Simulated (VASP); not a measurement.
Sb, 1 atom in the cell. It takes space group Pm-3m (No. 221, cubic). The conventional cell has a = 3.222 Å, b = 3.222 Å, c = 3.222 Å, α = 90.00°, β = 90.00°, γ = 90.00°. Sb (site symmetry m-3m) has 6 Sb at 3.22 Å within 4.2 Å. This isn't the form of Sb at room conditions, which is rhombohedral.

- Program: VASP 6.6.1
- Task: single point
- Functional: PBE0
- Potentials or basis: VASP PAW PBE potentials, release 64 (Sb_d_GW)
- Cutoff: 400 eV
- k mesh: 6 × 6 × 6
- Occupations: fermi-dirac, width 0.05 eV
- Spin: no spin polarisation
- Dipole correction: no
- Grid for exact exchange (PRECFOCK): Normal
- Further INCAR settings: ALGO = Normal; EDIFF = 1e-06; NBANDS = 14
- Share of exact exchange: 0.25

Potentials or basis: VASP PAW PBE potentials, release 64 (Sb_d_GW).

Run with:

```console
$ cat potpaw_PBE.64/Sb_d_GW/POTCAR > POTCAR
$ cp INCAR.step1 INCAR
$ mpirun -np 1 vasp_std > vasp.out
$ cp INCAR.step2 INCAR
$ mpirun -np 1 vasp_std > vasp.out
```

Hardware: 1 thread of Intel(R) Xeon(R) Platinum 8259CL CPU @ 2.50GHz (Skylake/Cascade Lake), on a shared host.

Task: Estimate the wall time of this run.

Result: It took 14 min on 1 thread of Intel(R) Xeon(R) Platinum 8259CL CPU @ 2.50GHz (Skylake/Cascade Lake), with other jobs on the host, peak memory 0.15 GiB. Counts: k points 20.
